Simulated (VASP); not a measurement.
# TiC (Fm-3m) in VASP: a series of runs, part 2 of 2

VASP 6.6.1.

**4. Relaxation of cell and atoms, PBEsol+D3(BJ)**

This run uses another cell than the first one, of 10.16 Å³/atom, 1.054 times its volume.

Contents of INCAR:

```
SYSTEM = TiC
ALGO = Normal
EDIFF = 1E-6
EDIFFG = -0.02
ENCUT = 600
GGA = PS
IBRION = 2
ISIF = 3
ISMEAR = -1
IVDW = 12
LASPH = .TRUE.
LCHARG = .FALSE.
LREAL = .FALSE.
LWAVE = .FALSE.
NELM = 80
NSW = 80
PREC = Accurate
SIGMA = 0.05
```

Contents of KPOINTS:

```
k-points
0
G
  11 11 11
  0 0 0
```

Contents of POSCAR:

```
TiC
1.0
    0.0000000000      2.1657188437      2.1657188437
    2.1657188437      0.0000000000      2.1657188437
    2.1657188437      2.1657188437      0.0000000000
Ti C
1 1
Direct
    0.0000000000      0.0000000000      0.0000000000
    0.5000000000      0.5000000000      0.5000000000
```

Potentials or basis: VASP PAW PBE potentials, release 64 (Ti_sv, C).

Run with:

```
$ cat potpaw_PBE.64/Ti_sv/POTCAR potpaw_PBE.64/C/POTCAR > POTCAR
$ mpirun -np 1 vasp_std > vasp.out
```

OUTCAR:

```text
SYSTEM = TiC
   EDIFF = 1E-6
   EDIFFG = -0.02
   ENCUT = 600
   GGA = PS
   IBRION = 2
   ISIF = 3
   ISMEAR = -1
   IVDW = 12
   LASPH = .TRUE.
   LREAL = .FALSE.
   NELM = 80
   NSW = 80
   PREC = Accurate
 IVDW          = 12

 ion  position               nearest neighbor table
   1  0.000  0.000  0.000-   2 2.17   2 2.17   2 2.17   2 2.17   2 2.17   2 2.17
   2  0.500  0.500  0.500-   1 2.17   1 2.17   1 2.17   1 2.17   1 2.17   1 2.17

  LATTYP: Found a face centered cubic cell.
 ALAT       =     4.3314376874

  Lattice vectors:

 A1 = (   0.0000000000,   2.1657188437,   2.1657188437)
 A2 = (   2.1657188437,   0.0000000000,   2.1657188437)
 A3 = (   2.1657188437,   2.1657188437,   0.0000000000)

Analysis of symmetry for initial positions (statically):
=====================================================================
 Subroutine PRICEL returns:
 Original cell was already a primitive cell.

 Routine SETGRP: Setting up the symmetry group for a
 face centered cubic supercell.

 Subroutine GETGRP returns: Found 48 space group operations
[... 9 lines left out ...]

 Routine SETGRP: Setting up the symmetry group for a
 face centered cubic supercell.

 Subroutine GETGRP returns: Found 48 space group operations
[... 11 lines left out ...]
                                     Primitive cell

  volume of cell :      20.3159

  direct lattice vectors                    reciprocal lattice vectors
     0.000000000  2.165718844  2.165718844    -0.230870227  0.230870227  0.230870227
[... 135 lines left out ...]

------------------------ aborting loop because EDIFF is reached ----------------------------------------

 Edisp (eV)   -0.81649

 E8    (eV) :    -0.5382
[... 31 lines left out ...]
--------------------------------------- Ionic step        2  -------------------------------------------

 number of electron      15.9999997 magnetization

 E-fermi :  10.8835     XC(G=0): -13.5064

 val. band max:       10.8589977383   @ k =   0.4545   0.4545   0.0000
 cond. band min:      10.9365066876   @ k =   0.0909   0.0000   0.0000
 fundamental gap:      0.0775089493
 Fermi energy:        10.8834698850

 k-point     1 :       0.0000    0.0000    0.0000
  band No.  band energies     occupation
      1     -45.1808      2.00000
      2     -21.2227      2.00000
      3     -21.2227      2.00000
      4     -21.2227      2.00000
      5      -2.1210      2.00000
      6      11.4933      0.00001
      7      11.4933      0.00001
      8      11.4933      0.00001
      9      12.6700      0.00000
     10      12.6700      0.00000
     11      12.6700      0.00000
     12      12.7914      0.00000
[... 384 lines left out ...]
--------------------------------------- Ionic step        3  -------------------------------------------

 number of electron      16.0000003 magnetization

 Free energy of the ion-electron system (eV)
  ---------------------------------------------------
  ext. energy  EPLUGINS =         0.00000000
  ---------------------------------------------------
  free energy    TOTEN  =       -19.79386409 eV

  energy without entropy =      -19.79131268  energy(sigma->0) =      -19.79258838

 E-fermi :   9.9730     XC(G=0): -13.1256

 val. band max:        9.8897876280   @ k =   0.4545   0.4545   0.0000
 cond. band min:      10.0529733988   @ k =   0.3636   0.2727   0.0000
 fundamental gap:      0.1631857708
 Fermi energy:         9.9729944399

 k-point     1 :       0.0000    0.0000    0.0000
  band No.  band energies     occupation
      1     -46.2777      2.00000
      2     -22.3736      2.00000
      3     -22.3736      2.00000
      4     -22.3736      2.00000
      5      -2.6958      2.00000
      6      10.5864      0.00001
      7      10.5864      0.00001
      8      10.5864      0.00001
      9      11.6792      0.00000
     10      11.6792      0.00000
     11      11.6792      0.00000
     12      11.7419      0.00000
[... 378 lines left out ...]
  FREE ENERGIE OF THE ION-ELECTRON SYSTEM (eV)
  ---------------------------------------------------
  free  energy   TOTEN  =       -20.6535550158 eV

  energy  without entropy=      -20.6510035992  energy(sigma->0) =      -20.65227931

 reached required accuracy - stopping structural energy minimisation
```

OSZICAR:

```text
N       E                     dE             d eps       ncg     rms          rms(c)
DAV:   1     0.126606475931E+03    0.12661E+03   -0.92426E+03  1344   0.177E+03
DAV:   2    -0.143309073380E+02   -0.14094E+03   -0.13446E+03  1396   0.402E+02
DAV:   3    -0.246866732890E+02   -0.10356E+02   -0.99720E+01  1800   0.102E+02
[... 31 lines left out ...]
DAV:   4    -0.197684968723E+02   -0.11635E-01   -0.19153E-01  1456   0.417E+00    0.604E-01
DAV:   5    -0.197877110440E+02   -0.19214E-01   -0.24160E-02  1852   0.117E+00    0.325E-01
DAV:   6    -0.197933555005E+02   -0.56445E-02   -0.11442E-02  1844   0.694E-01    0.164E-01
DAV:   7    -0.197938992771E+02   -0.54378E-03   -0.18456E-03  1716   0.333E-01    0.536E-02
DAV:   8    -0.197938631338E+02    0.36143E-04   -0.22129E-04  1576   0.110E-01    0.112E-02
DAV:   9    -0.197938640926E+02   -0.95876E-06   -0.51975E-06  1448   0.238E-02
   3 F= -.20653555E+02 E0= -.20652279E+02  d E =-.436477E-01
```

Wall time 30 s (1 thread of Intel Xeon 6975P-C, shared host); peak memory 0.17 GiB.

What came out:

```
Free energy                            : -20.6536 eV
Relaxed volume                         : 9.65 Å³/atom
Relaxed cell                           : a = 3.011 Å, b = 3.011 Å, c = 3.011 Å, α = 60.00°, β = 60.00°, γ = 60.00°
Space group after relaxing (to 0.05 Å) : Fm-3m (No. 225)
Energy gained by relaxing              : 21.8 meV/atom
Ionic steps                            : 3
Pressure after relaxing                : 0.0 GPa
Band gap on the k mesh                 : zero (band 8 reaches 10.59 eV, above the bottom of band 9 at 9.49 eV)
Dispersion energy per atom             : -0.430 eV
```

Step by step:
```
step  energy change (eV)  largest force (eV/Å)  pressure (GPa)  volume (Å³)
   1              0.0000                0.0000          -13.06        20.32
   2              0.0442                0.0000           22.69        17.98
   3             -0.0436                0.0000           -0.04        19.31
```

Final structure:
```
Ti C
1.0
     0.00000    2.12933    2.12933
     2.12933    0.00000    2.12933
     2.12933    2.12933    0.00000
Ti C
1 1
Cartesian
  0.0000 0.0000 0.0000
  2.1293 2.1293 2.1293
```

Caveat: the PAW data sets were made with another functional, which shifts forces and pressure a little; pairwise dispersion overbinds metals, which lowers pressure and volume.

**5. Summary**

| task | level | potentials or basis | cell | cutoff (eV) | gap on the mesh (eV) | pressure (GPa) |
| --- | --- | --- | --- | --- | --- | --- |
| single point | PBEsol+D3(BJ) | VASP PAW PBE potentials, release 64 (Ti_sv, C) | a = 3.010 Å, angles 60.0°, 2 atoms | 520 | none | 0.1 |
| single point | LDA | VASP PAW LDA potentials, release 64 (Ti_sv, C) | a = 3.013 Å, angles 60.0°, 2 atoms | 520 | none | 0.6 |
| relaxation of cell and atoms | PBEsol+D3(BJ) | VASP PAW PBE potentials, release 64 (Ti_sv, C) | relaxed from a = 3.063 Å, angles 60.0°, 2 atoms | 600 | none | 0.0 |

Alike in all rows: no spin polarisation; k mesh 11 × 11 × 11; smearing fermi-dirac 0.05 eV.

Caveats: the PAW data sets were made with another functional, which shifts forces and pressure a little (some runs); pairwise dispersion overbinds metals, which lowers pressure and volume (some runs).

Absolute energies hang on the potentials; compare differences alone.
